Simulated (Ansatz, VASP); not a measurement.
**One calculation of GeSb4Te4, two programs**

Contents of INCAR:

```
ALGO = Normal ; EDIFF = 1E-7
ENCUT = 520 ; GGA = PE
ISIF = 2 ; ISMEAR = 0
LASPH = T ; LCHARG = T
LELF = T ; LREAL = F
LVHAR = T ; LWAVE = F
NBANDS = 39 ; NELM = 60
PREC = Accurate ; SIGMA = 0.03
```

File KPOINTS:

```
k-points
0
Gamma
  9 9 2
```

POSCAR

```
GeSb4Te4
1.0
   -4.3299846501      0.0000000000      0.0000000000
   -2.1649923251     -3.7498767050      0.0000000000
   -2.7064569056     -1.5625736230     17.6486093019
Ge Sb Te
1 4 4
Direct
   -0.2579581350     -0.2579581350      0.6190500000
    0.2653490621      0.2653490621      0.1631491990
    0.6354346679      0.6354346679      0.0749508010
    0.4958953598      0.4958953598      0.4098183509
   -0.0118116298     -0.0118116298      0.8282816491
    0.1151623482      0.1151623482      0.5235684789
    0.3689213818      0.3689213818      0.7145315211
    0.8695659354      0.8695659354      0.3130167137
   -0.3854822054     -0.3854822054      0.9250832863
```

Input for Ansatz:

```yaml
crystal:
  lattice:
    - [-4.3299846501, 0.0, 0.0]
    - [-2.1649923251, -3.749876705, 0.0]
    - [-2.7064569056, -1.562573623, 17.6486093019]
  atoms:
    - { symbol: Ge, position: [-0.257958135, -0.257958135, 0.61905] }
    - { symbol: Sb, position: [0.2653490621, 0.2653490621, 0.163149199] }
    - { symbol: Sb, position: [0.6354346679, 0.6354346679, 0.074950801] }
    - { symbol: Sb, position: [0.4958953598, 0.4958953598, 0.4098183509] }
    - { symbol: Sb, position: [-0.0118116298, -0.0118116298, 0.8282816491] }
    - { symbol: Te, position: [0.1151623482, 0.1151623482, 0.5235684789] }
    - { symbol: Te, position: [0.3689213818, 0.3689213818, 0.7145315211] }
    - { symbol: Te, position: [0.8695659354, 0.8695659354, 0.3130167137] }
    - { symbol: Te, position: [-0.3854822054, -0.3854822054, 0.9250832863] }
basis:
  ecutwfc: 420
kpoints:
  mp_grid: { grid: [9, 9, 2] }
hamiltonian:
  xc: pbe
scf:
  occupations: { method: gaussian, width: 0.03 }
output:
  forces: true
  stress: true
  eigenvalues: true
```

Alike in both runs: task single point; functional PBE; k mesh 9 × 9 × 2; occupations gaussian, width 0.03 eV; no spin polarisation.

```csv
,VASP,Ansatz
version,VASP 6.6.1,Ansatz 0.2.0
potentials or method,"VASP PAW PBE potentials, release 64 (Ge_d, Sb, Te), cutoff 520 eV","scalar-relativistic, plane waves, PAW"
valence electrons in the cell,58,138
```

VASP gave:

| Quantity | Value |
| --- | --- |
| gap on the k mesh at the Fermi level (eV) | none |
| pressure (GPa) | 1.9 |
| traceless stress, the component that is largest in VASP (GPa) | 2.64 |
| rms of the force components (eV/Å) | 0.569 |

Q: Estimate Ansatz's values.

A: gap on the k mesh at the Fermi level (eV): none; pressure (GPa): 1.9; traceless stress, the component that is largest in VASP (GPa): 2.62; rms of the force components (eV/Å): 0.568.

Atom by atom the forces differ by 0.010 eV/Å (rms over components). A gap of «none» marks a metal or a gap that the smearing closes. VASP's potentials hold 58 valence electrons a cell and Ansatz's 138, so a difference there can come from the potentials and not from the codes.

Neither program's run includes spin-orbit coupling.
